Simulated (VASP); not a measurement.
Here is a VASP 6.6.1 calculation.

The input INCAR:

```
SYSTEM = Cl
PREC     = Accurate       ! precision mode
ENCUT    = 520            ! plane-wave cutoff, eV
EDIFF    = 1E-6           ! SCF threshold, eV
ISMEAR   = -1             ! smearing method
SIGMA    = 0.08           ! smearing width, eV
LREAL    = .FALSE.        ! projectors in reciprocal space
LASPH    = .TRUE.         ! aspherical terms in the spheres
NELM     = 60             ! most SCF steps
ALGO     = Normal         ! electronic algorithm
ISIF     = 2              ! what is computed and relaxed
LWAVE    = .FALSE.        ! write WAVECAR
LCHARG   = .TRUE.         ! write CHGCAR
GGA      = PS             ! functional
LELF     = .TRUE.         ! ELF
LVHAR    = .TRUE.       
NBANDS   = 10             ! bands
```

File KPOINTS:

```
Automatic mesh
0
G
  15 15 15
  0 0 0
```

File POSCAR:

```
Cl
1.0
    2.2115069319      0.0000000000      0.0000000000
    0.0000000000      2.2115069319      0.0000000000
    0.0000000000      0.0000000000      2.2115069319
Cl
1
Direct
    0.0000000000      0.0000000000      0.0000000000
```

Potentials or basis: VASP PAW PBE potentials, release 64 (Cl).

Command:

```bash
$ cat potpaw_PBE.64/Cl/POTCAR > POTCAR
$ mpirun -np 1 vasp_std > vasp.out
```

**Question.** What does it give for the pressure?

**Answer.** 148.3 GPa.

Caveat: the PAW data sets were made with another functional, which shifts forces and pressure a little; an odd number of electrons without spin polarisation forces a metal; a magnetic or distorted state may lie lower.
